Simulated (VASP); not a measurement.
SnSe2, 3 atoms in the cell. It takes space group P-3m1 (No. 164, trigonal). The conventional cell has a = 3.805 Å, b = 3.805 Å, c = 5.752 Å, α = 90.00°, β = 90.00°, γ = 120.00°. Sn (site symmetry -3m) has 6 Se at 2.71 Å within 3.6 Å. Within 3.6 Å of Se (site symmetry 3m) lie 3 Sn at 2.71 Å and 3 Se at 3.38 Å.  This cell differs from its parent crystal: volume scaled by 0.94, then relaxed in part.

```yaml
Program: VASP 6.6.1
Task: single point
Functional: PBE
Dispersion: D3(BJ)
Potentials_or_basis: VASP PAW PBE potentials, release 64 (Sn_d, Se)
Cutoff: 520 eV
k_mesh: 12 × 12 × 6
Occupations: gaussian, width 0.02 eV
Spin: no spin polarisation
Dipole_correction: no
Further_INCAR_settings: ALGO = Normal; EDIFF = 1e-06; NBANDS = 20
```

Potentials or basis: VASP PAW PBE potentials, release 64 (Sn_d, Se).

Command:

```sh
$ cat potpaw_PBE.64/Sn_d/POTCAR potpaw_PBE.64/Se/POTCAR > POTCAR
$ mpirun -np 1 vasp_std > vasp.out
```

Hardware: 1 thread of Intel(R) Xeon(R) Platinum 8488C (Sapphire Rapids), on a shared host.

Task: Estimate the wall time of this run.

Result: Run time: 71 s on 1 thread of Intel(R) Xeon(R) Platinum 8488C (Sapphire Rapids), with other jobs on the host, peak memory 0.28 GiB. Counts: scf iterations 12, k points 100.
